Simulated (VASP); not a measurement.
# O (R-3m) in VASP: notebook

O is run at these levels: PBE; tasks: single point.

Program: VASP 6.6.1. These are calculated values, not measurements. Logs are shortened: lines on timing, memory, paths and dates and some standing lists are left out, and cuts for length are marked.

### 1 The cell of the first run

Symmetry: R-3m, No. 166, trigonal system. The conventional cell has a = 2.828 Å, b = 2.828 Å, c = 10.156 Å, α = 90.00°, β = 90.00°, γ = 120.00°. Within 1.6 Å of O (site symmetry 3m) lie 1 O at 1.17 Å.

### 2 Single point, PBE (11.72 Å³/atom)

Contents of INCAR:

```
  PREC = Accurate
  ENCUT = 520
  EDIFF = 1E-7
  ISMEAR = -1
  SIGMA = 0.02
  LREAL = False
  LASPH = True
  NELM = 60
  ALGO = Normal
  ISIF = 2
  LWAVE = False
  LCHARG = False
  GGA = PE
  NBANDS = 13
```

Contents of KPOINTS:

```
regular mesh
0
Gamma
  10 10 10
```

Contents of POSCAR:

```
O
1.0
    1.4137960563      0.8162555336      3.3854248141
   -1.4137960563      0.8162555336      3.3854248141
    0.0000000000     -1.6325110673      3.3854248141
O
2
Direct
    0.0577000000      0.0577000000      0.0577000000
    0.9423000000      0.9423000000      0.9423000000
```

Potentials or basis: VASP PAW PBE potentials, release 64 (O).

On the command line:

```console
$ cat potpaw_PBE.64/O/POTCAR > POTCAR
$ mpirun -np 1 vasp_std > vasp.out
```

OUTCAR:

```text
PREC = Accurate
   ENCUT = 520
   EDIFF = 1E-7
   ISMEAR = -1
   LREAL = False
   LASPH = True
   NELM = 60
   ISIF = 2
   GGA = PE

 ion  position               nearest neighbor table
   1  0.058  0.058  0.058-   2 1.17
   2  0.942  0.942  0.942-   1 1.17

  LATTYP: Found a trigonal (rhomboedric) cell.
 ALAT       =     3.7584828797
 COS(alpha) =     0.7170052526

  Lattice vectors:

 A1 = (   1.4137960563,   0.8162555336,   3.3854248141)
 A2 = (  -1.4137960563,   0.8162555336,   3.3854248141)
 A3 = (   0.0000000000,  -1.6325110673,   3.3854248141)

Analysis of symmetry for initial positions (statically):
=====================================================================
 Subroutine PRICEL returns:
 Original cell was already a primitive cell.

 Routine SETGRP: Setting up the symmetry group for a
 trigonal (rhombohedral) supercell.

 Subroutine GETGRP returns: Found 12 space group operations
 (whereof 12 operations were pure point group operations)
 out of a pool of 12 trial point group operations.

The static configuration has the point symmetry D_3d.

Analysis of symmetry for dynamics (positions and initial velocities):
=====================================================================
 Subroutine PRICEL returns:
 Original cell was already a primitive cell.

 Routine SETGRP: Setting up the symmetry group for a
 trigonal (rhombohedral) supercell.

 Subroutine GETGRP returns: Found 12 space group operations
 (whereof 12 operations were pure point group operations)
 out of a pool of 12 trial point group operations.

The dynamic configuration has the point symmetry D_3d.

 Subroutine INISYM returns: Found 12 space group operations
 (whereof 12 operations are pure point group operations),
 and found     1 'primitive' translations

----------------------------------------------------------------------------------------

                                     Primitive cell

  volume of cell :      23.4411

  direct lattice vectors                    reciprocal lattice vectors
     1.413796056  0.816255534  3.385424814     0.353657798  0.204184425  0.098461302
    -1.413796056  0.816255534  3.385424814    -0.353657798  0.204184425  0.098461302
     0.000000000 -1.632511067  3.385424814     0.000000000 -0.408368850  0.098461301

  length of vectors
     3.758482880  3.758482880  3.758482880     0.420071119  0.420071119  0.420071119

  position of ions in fractional coordinates (direct lattice)
     0.057700000  0.057700000  0.057700000
     0.942300000  0.942300000  0.942300000

  ion indices of the primitive-cell ions
   primitive index   ion index
                 1           1
                 2           2

----------------------------------------------------------------------------------------

 KPOINTS: regular mesh

Automatic generation of k-mesh.
 Grid dimensions read from file:
 generate k-points for:   10   10   10

 Generating k-lattice:

  Cartesian coordinates                     Fractional coordinates (reciprocal lattice)
     0.035365780  0.020418442  0.009846130     0.100000000  0.000000000  0.000000000
    -0.035365780  0.020418442  0.009846130     0.000000000  0.100000000  0.000000000
     0.000000000 -0.040836885  0.009846130     0.000000000  0.000000000  0.100000000

  Length of vectors
     0.042007112  0.042007112  0.042007112

  Shift w.r.t. Gamma in fractional coordinates (k-lattice)
     0.000000000  0.000000000  0.000000000

 Subroutine IBZKPT returns following result:
 ===========================================

 Found    116 irreducible k-points:

 Following reciprocal coordinates:
            Coordinates               Weight
  0.000000  0.000000  0.000000      1.000000
  0.100000 -0.000000 -0.000000      6.000000
  0.200000 -0.000000 -0.000000      6.000000
  0.300000  0.000000 -0.000000      6.000000
  0.400000  0.000000  0.000000      6.000000
  0.500000 -0.000000  0.000000      3.000000
[... 16 lines left out ...]
  0.300000  0.300000 -0.000000      6.000000
  0.400000  0.300000  0.000000     12.000000
 [... further k-points ...]
   k-points           NKPTS =    116   k-points in BZ     NKDIM =    116   number of bands    NBANDS=     13
   number of dos      NEDOS =    301   number of ions     NIONS =      2
   total plane-waves  NPLWV =  21952
   dimension x,y,z NGX =    28 NGY =   28 NGZ =   28
   dimension x,y,z NGXF=    56 NGYF=   56 NGZF=   56
   ions per type =               2
   NGX,Y,Z   is equivalent  to a cutoff of  12.39, 12.39, 12.39 a.u.
   NGXF,Y,Z  is equivalent  to a cutoff of  24.77, 24.77, 24.77 a.u.
 SYSTEM =  unknown system
   PREC   = accura    normal or accurate (medium, high low for compatibility)
   ISTART =      0    job   : 0-new  1-cont  2-samecut
   ICHARG =      2    charge: 1-file 2-atom 10-const
   ISPIN  =      1    spin polarized calculation?
   LNONCOLLINEAR =      F non collinear calculations
   LSORBIT =      F    spin-orbit coupling
   LASPH  =      T    aspherical Exc in radial PAW
   ENCUT  =  520.0 eV  38.22 Ry    6.18 a.u.   6.99  6.99  6.99*2*pi/ulx,y,z
   NELM   =     60;   NELMIN=  2; NELMDL= -5     # of ELM steps
   EDIFF  = 0.1E-06   stopping-criterion for ELM
   LREAL  =      F    real-space projection
   EDIFFG = 0.1E-05   stopping-criterion for IOM
   NSW    =      0    number of steps for IOM
   IBRION =     -1    ionic relax: 0-MD 1-quasi-New 2-CG
   NFREE  =      0    steps in history (QN), initial steepest desc. (CG)
   ISIF   =      2    stress and relaxation
   ISYM   =      2    0-nonsym 1-usesym 2-fastsym
   POTIM  = 0.5000    time-step for ionic-motion
   TEBEG  =    0.0;   TEEND  =   0.0 temperature during run
   PSTRESS=    0.0 pullay stress
   NELECT =      12.0000    total number of electrons
   NUPDOWN=      -1.0000    fix difference up-down
   EMIN   =  10.00;   EMAX   =-10.00  energy-range for DOS
   EFERMI =   0.00;   METHOD = LEGACY
   ISMEAR =    -1;   SIGMA  =   0.02  broadening in eV -4-tet -1-fermi 0-gaus
   EFERMI_NEDOS =   21; number of points for ismear=-14 and -15
   IALGO  =     38    algorithm
   IMIX   =      4    mixing-type and parameters
     AMIX     =   0.40;   BMIX     =  1.00
     AMIX_MAG =   1.60;   BMIX_MAG =  1.00
  volume/ion in A,a.u.               =      11.72        79.09
  Fermi-wavevector in a.u.,A,eV,Ry     =   1.309612  2.474809 23.335146  1.715085
  Thomas-Fermi vector in A             =   2.440199
   LORBIT       =      0    0 simple, 1 ext, 2 COOP (PROOUT), +10 PAW based schemes
   GGA     = PE    functional components
   LHFCALC =     F    Hartree Fock is set to
   AEXX    =    0.0000 exact exchange contribution
   IVDW    =     0    specifies the selected vdW correction
   LEPSILON=     F    determine dielectric tensor
   LRPA    =     F    only Hartree local field effects (RPA)
 non-spin polarized calculation
  energy-cutoff  :      520.00
  volume of cell :       23.44
 maximum number of plane-waves:       642
   NGX = 13   NGY = 13   NGZ = 13

 number of electron      11.9999998 magnetization

 Free energy of the ion-electron system (eV)
  ---------------------------------------------------
  ext. energy  EPLUGINS =         0.00000000
  ---------------------------------------------------
  free energy    TOTEN  =        -9.26147812 eV

  energy without entropy =       -9.25977050  energy(sigma->0) =       -9.26062431

 E-fermi :   0.6329     XC(G=0):  -9.2945

 val. band max:        0.6051671827   @ k =  -0.4000   0.1000   0.0000
 cond. band min:       0.6371482171   @ k =   0.5000   0.5000   0.3000
 fundamental gap:      0.0319810344
 Fermi energy:         0.6329277526

 k-point     1 :       0.0000    0.0000    0.0000
  band No.  band energies     occupation
      1     -27.8286      2.00000
      2     -13.2368      2.00000
      3      -8.6687      2.00000
      4      -6.0875      2.00000
      5      -6.0875      2.00000
      6       1.2061      0.00000
      7       1.2061      0.00000
      8       8.9846      0.00000
      9      12.5845      0.00000
     10      15.7249      0.00000
     11      19.5481      0.00000
     12      22.0385      0.00000
     13      22.0385      0.00000

 k-point     2 :       0.1000   -0.0000   -0.0000
  band No.  band energies     occupation
      1     -27.7951      2.00000
      2     -13.2245      2.00000
      3      -8.6112      2.00000
      4      -6.2575      2.00000
      5      -6.1264      2.00000
      6       1.0596      0.00000
      7       1.1561      0.00000
      8       9.3058      0.00000
      9      12.5825      0.00000
     10      15.7350      0.00000
     11      19.7282      0.00000
     12      20.6357      0.00000
     13      22.4369      0.00000

 k-point     3 :       0.2000   -0.0000   -0.0000
  band No.  band energies     occupation
      1     -27.7052      2.00000
      2     -13.1896      2.00000
      3      -8.4776      2.00000
      4      -6.6676      2.00000
      5      -6.2268      2.00000
      6       0.6956      0.08363
      7       1.0266      0.00000
      8      10.1074      0.00000
      9      12.5581      0.00000
     10      15.9063      0.00000
     11      18.0806      0.00000
     12      20.9385      0.00000
     13      22.5047      0.00000
[... 305 lines left out ...]
 k-point    23 :       0.3000    0.3000   -0.0000
  band No.  band energies     occupation
      1     -27.5752      2.00000
      2     -13.4282      2.00000
      3      -8.0714      2.00000
      4      -6.8059      2.00000
      5      -6.4877      2.00000
      6      -0.0804      2.00000
      7       1.2346      0.00000
      8      10.4865      0.00000
      9      12.7238      0.00000
     10      15.4078      0.00000
     11      16.7410      0.00000
     12      20.6097      0.00000
     13      23.3121      0.00000

 k-point    24 :       0.4000    0.3000    0.0000
  band No.  band energies     occupation
      1     -27.5089      2.00000
      2     -13.4142      2.00000
      3      -8.0677      2.00000
      4      -6.8303      2.00000
      5      -6.6765      2.00000
      6      -0.3115      2.00000
      7       1.1282      0.00000
      8      10.7534      0.00000
      9      12.9386      0.00000
     10      15.5766      0.00000
     11      16.2609      0.00000
     12      20.1172      0.00000
     13      22.8342      0.00000

 [... further k-points ...]

------------------------ aborting loop because EDIFF is reached ----------------------------------------

  FORCE on cell =-STRESS in cart. coord.  units (eV):
  Direction    XX          YY          ZZ          XY          YZ          ZX
  --------------------------------------------------------------------------------------
  -------------------------------------------------------------------------------------
  Total       -0.9065746     -0.9065746      7.0771316      0.0000000     -0.0000000     -0.0000000
  in kB      -61.9636229    -61.9636229    483.7160829      0.0000000     -0.0000000     -0.0000000
  external PRESSURE =     119.9296124 kB  Pullay stress =       0.0000000 kB

 VOLUME and BASIS-vectors are now :
 -----------------------------------------------------------------------------
  energy-cutoff  :      520.00
  volume of cell :       23.44
      direct lattice vectors                 reciprocal lattice vectors
     1.413796056  0.816255534  3.385424814     0.353657798  0.204184425  0.098461302
    -1.413796056  0.816255534  3.385424814    -0.353657798  0.204184425  0.098461302
     0.000000000 -1.632511067  3.385424814     0.000000000 -0.408368850  0.098461301

 POSITION                                       TOTAL-FORCE (eV/Angst)
 -----------------------------------------------------------------------------------
      0.00000     -0.00000      0.58602         0.000000     -0.000000      5.119778
      0.00000     -0.00000      9.57026         0.000000      0.000000     -5.119778
 -----------------------------------------------------------------------------------
    total drift:                                0.000000     -0.000000      0.000000

  FREE ENERGIE OF THE ION-ELECTRON SYSTEM (eV)
  ---------------------------------------------------
  free  energy   TOTEN  =        -9.2614781219 eV

  energy  without entropy=       -9.2597704982  energy(sigma->0) =       -9.26062431
```

Run time: 53 s. Hardware: 1 thread of Intel Xeon 8259CL, shared host; peak memory 0.16 GiB.

What came out:

* Free energy: -9.2615 eV
* Pressure: 12.0 GPa
* Largest force: 5.120 eV/Å
* Band gap on the k mesh: zero (bands 6 and 7 overlap by 1.34 eV)

Forces on the atoms (eV/Å):
```
O    0.000  0.000  5.120
O    0.000  0.000 -5.120
```

Caveat: the standard files for N, O and F lose accuracy on very short bonds; spin is off for a triplet molecule; the stress differs along the axes, from -6 to 48 GPa; this functional lacks dispersion, which holds the molecules together, so the pressure and a relaxed volume are unreliable; forces of over 1 eV/Å act on the atoms, so gaps and moduli don't describe the material at rest.

### 3 Single point, PBE (12.44 Å³/atom)

This run uses another cell than the first one, of 12.44 Å³/atom.

Contents of INCAR:

```
  ALGO = Normal
  EDIFF = 1E-6
  ENCUT = 520
  GGA = PE
  ISIF = 2
  ISMEAR = -1
  LASPH = True
  LCHARG = False
  LREAL = False
  LWAVE = False
  NBANDS = 13
  NELM = 80
  PREC = Accurate
  SIGMA = 0.02
```

Contents of KPOINTS:

```
k-points
0
Gamma
  10 10 10
```

Contents of POSCAR:

```
O
1.0
    1.4420794467      0.8325849567      3.4531511960
   -1.4420794467      0.8325849567      3.4531511960
    0.0000000000     -1.6651699134      3.4531511960
O
2
Direct
    0.0577000000      0.0577000000      0.0577000000
    0.9423000000      0.9423000000      0.9423000000
```

Potentials or basis: VASP PAW PBE potentials, release 64 (O).

On the command line:

```console
$ cat potpaw_PBE.64/O/POTCAR > POTCAR
$ mpirun -np 1 vasp_std > vasp.out
```

It took 61 s on 1 thread of Intel Xeon 8259CL, shared host; peak memory 0.17 GiB.

The run converged. Its results:

```yaml
Free_energy: -9.3392 eV
Pressure: 4.8 GPa
Largest_force: 2.813 eV/Å
Band_gap_on_the_k_mesh: zero (bands 6 and 7 overlap by 1.20 eV)
```

Forces in eV/Å, atoms in the order of the input:
```
O    0.000  0.000  2.813
O    0.000  0.000 -2.813
```

Stress tensor (GPa, compression positive):
```
-6.30  0.00  0.00
 0.00 -6.30  0.00
 0.00  0.00 26.93
```

Levels at points of the mesh, in eV from the Fermi level:
```tsv
k point	band 4	band 5	band 6	band 7	band 8	band 9
(0.00, 0.00, 0.00)	-6.35	-6.35	0.51	0.51	8.17	11.27
(0.50, 0.00, 0.00)	-7.71	-6.71	-0.69	0.06	10.27	12.62
(0.50, 0.50, 0.00)	-7.13	-6.90	-1.25	0.56	9.71	11.79
(0.50, 0.50, 0.50)	-6.44	-6.44	0.74	0.74	7.71	8.58
```

Caveat: the standard files for N, O and F lose accuracy on very short bonds; spin is off for a triplet molecule; the stress differs along the axes, from -6 to 27 GPa; this functional lacks dispersion, which holds the molecules together, so the pressure and a relaxed volume are unreliable; forces of over 1 eV/Å act on the atoms, so gaps and moduli don't describe the material at rest.

The gap in the log of VASP goes by the Fermi energy; the results here count the filled bands.